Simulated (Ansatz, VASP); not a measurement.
**One calculation of Zn, two programs**

The input INCAR:

```
SYSTEM = Zn
ALGO = Normal ; EDIFF = 1E-7
EDIFFG = -0.005 ; ENCUT = 600
GGA = PE ; IBRION = 2
ISIF = 3 ; ISMEAR = -1
LASPH = .True. ; LCHARG = .False.
LREAL = .False. ; LWAVE = .False.
NELM = 100 ; NSW = 100
PREC = Accurate ; SIGMA = 0.08
```

The input KPOINTS:

```
k-points
0
Gamma
  18 18 10
  0 0 0
```

The input POSCAR:

```
Zn
1.0
    2.5999363723      0.0000000000      0.0000000000
   -1.2999681861      2.2516109466      0.0000000000
    0.0000000000      0.0000000000      4.2118969231
Zn
2
Direct
    0.3333333333      0.6666666667      0.2500000000
    0.6666666667      0.3333333333      0.7500000000
```

Input for Ansatz:

```yaml
crystal:
  lattice:
    - [2.5999363723, 0.0, 0.0]
    - [-1.2999681861, 2.2516109466, 0.0]
    - [0.0, 0.0, 4.2118969231]
  atoms:
    - { symbol: Zn, position: [0.3333333333, 0.6666666667, 0.25] }
    - { symbol: Zn, position: [0.6666666667, 0.3333333333, 0.75] }
kpoints:
  mp_grid: { grid: [18, 18, 10] }
scf:
  occupations: { method: fermi_dirac, width: 0.08 }
hamiltonian:
  xc: pbe
  pseudopotentials: { kind: paw }
output:
  forces: true
  stress: true
relax:
  f_tol: 0.005
  max_steps: 80
  cell: {}
```

Alike in both runs: task relaxation of cell and atoms; functional PBE; k mesh 18 × 18 × 10; occupations fermi-dirac, width 0.08 eV; no spin polarisation.

|  | VASP | Ansatz |
| --- | --- | --- |
| version | VASP 6.6.1 | Ansatz 0.2.0 |
| potentials or method | VASP PAW PBE potentials, release 64 (Zn) | PAW with Ansatz's default frozen-core files, scalar-relativistic |
| plane-wave cutoff (eV) | 600 | 420 |
| valence electrons in the cell | 24 | 24 |

```csv
,VASP,Ansatz,Ansatz less VASP
relaxed volume (Å³/atom),15.34,15.32,-0.026
relaxed length of the cell vector where the two differ most in proportion (Å),5.084,5.093,+0.0086
```

Noted on VASP's run: the volume moved by over 15 % at a fixed basis, so the end points are rough.
